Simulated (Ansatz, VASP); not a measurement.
## Se: VASP beside Ansatz

Contents of INCAR:

```
SYSTEM = Se
ALGO     = Normal         ! electronic algorithm
EDIFF    = 1E-8           ! SCF threshold, eV
ENCUT    = 400            ! plane-wave cutoff, eV
GGA      = PE             ! functional
GGA_COMPAT= .FALSE.      
ISIF     = 2              ! what is computed and relaxed
ISMEAR   = -1             ! smearing method
LASPH    = .TRUE.         ! aspherical terms in the spheres
LCHARG   = .FALSE.        ! write CHGCAR
LEFG     = .TRUE.       
LREAL    = .FALSE.        ! projectors in reciprocal space
LWAVE    = .FALSE.        ! write WAVECAR
NBANDS   = 16             ! bands
NELM     = 120            ! most SCF steps
PREC     = Accurate       ! precision mode
SIGMA    = 0.03           ! smearing width, eV
```

Contents of KPOINTS:

```
k-points
0
G
  8 8 6
  0 0 0
```

POSCAR

```
Se
1.0
    4.3551696776      0.0000000000      0.0000000000
   -2.1775848388      3.7716875786      0.0000000000
    0.0000000000      0.0000000000      4.8009665000
Se
3
Direct
    0.2170000000      0.0000000000      0.1666666667
    0.0000000000      0.2170000000      0.8333333333
    0.7830000000      0.7830000000      0.5000000000
```

Input for Ansatz:

```yaml
crystal:
  lattice:
    - [4.3551696776, 0.0, 0.0]
    - [-2.1775848388, 3.7716875786, 0.0]
    - [0.0, 0.0, 4.8009665]
  atoms:
    - { symbol: Se, position: [0.217, 0.0, 0.1666666667] }
    - { symbol: Se, position: [0.0, 0.217, 0.8333333333] }
    - { symbol: Se, position: [0.783, 0.783, 0.5] }
kpoints:
  mp_grid: { grid: [8, 8, 6] }
scf:
  occupations: { method: fermi_dirac, width: 0.03 }
hamiltonian:
  xc: pbe
  pseudopotentials: { kind: all_electron, datasets: crystal }
output:
  forces: true
  stress: true
  eigenvalues: true
  efg: { contact_densities: true }
```

Change from the starting cell: zz strain of -3 %, crystal datasets.

Alike in both runs: task electric field gradients; functional PBE; k mesh 8 × 8 × 6; occupations fermi-dirac, width 0.03 eV; no spin polarisation.

|  | VASP | Ansatz |
| --- | --- | --- |
| version | VASP 6.6.1 | Ansatz 0.2.0 |
| potentials or method | VASP PAW PBE potentials, release 64 (Se), cutoff 400 eV | all-electron PAW with datasets made for the crystal, scalar-relativistic |

Ansatz gave:

```
gap on the k mesh at the Fermi level (eV)                     : 1.30
pressure (GPa)                                                : 8.7
traceless stress, the component that is largest in VASP (GPa) : 3.56
rms of the force components (eV/Å)                            : 0.949
size of Vzz on the site where it differs most (V/Å²)          : 510.8
```

Q: Which values does VASP return?

A: gap on the k mesh at the Fermi level (eV): 1.30; pressure (GPa): 8.9; traceless stress, the component that is largest in VASP (GPa): 3.66; rms of the force components (eV/Å): 0.986; size of Vzz on the site where it differs most (V/Å²): 487.8.

Atom by atom the forces differ by 0.037 eV/Å (rms over components). Ansatz ran all-electron here, and VASP with PAW potentials.
